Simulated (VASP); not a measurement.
Wanted: the native input for a VASP 6.6.1 run.

```
Task                   : single point
Functional             : PBE
Potentials or basis    : VASP PAW PBE potentials, release 64 (Rb_sv, Br)
Cutoff                 : 520 eV
k mesh                 : 4 × 4 × 4
Occupations            : gaussian, width 0.01 eV
Spin                   : no spin polarisation
Dipole correction      : no
Further INCAR settings : ALGO = Normal; EDIFF = 1e-07; NBANDS = 15
```

The structure of RbBr lies in POSCAR:

```
RbBr
1.0
    0.0000000000      3.8694971258      3.8694971258
    3.8694971258      0.0000000000      3.8694971258
    3.8694971258      3.8694971258      0.0000000000
Rb Br
1 1
Direct
    0.0000000000      0.0000000000      0.0000000000
    0.2500000000      0.2500000000      0.2500000000
```

The input as run:

INCAR

```
SYSTEM = RbBr
ALGO = Normal ; EDIFF = 1E-7
ENCUT = 520 ; GGA = PE
ISIF = 2 ; ISMEAR = 0
LASPH = .True. ; LCHARG = .True.
LELF = .True. ; LREAL = .False.
LVHAR = .True. ; LWAVE = .False.
NBANDS = 15 ; NELM = 80
PREC = Accurate ; SIGMA = 0.01
```

KPOINTS

```
k-points
0
Gamma
  4 4 4
  0 0 0
```

Potentials or basis: VASP PAW PBE potentials, release 64 (Rb_sv, Br).

Launch:

```console
$ cat potpaw_PBE.64/Rb_sv/POTCAR potpaw_PBE.64/Br/POTCAR > POTCAR
$ mpirun -np 1 vasp_std > vasp.out
```

It gave:

```
Pressure               : 0.2 GPa
Band gap on the k mesh : 4.08 eV, indirect (least direct gap 4.16 eV)
```

It took 21 s on 1 thread of Intel Xeon 6975P-C, on a shared host, peak memory 0.24 GiB.
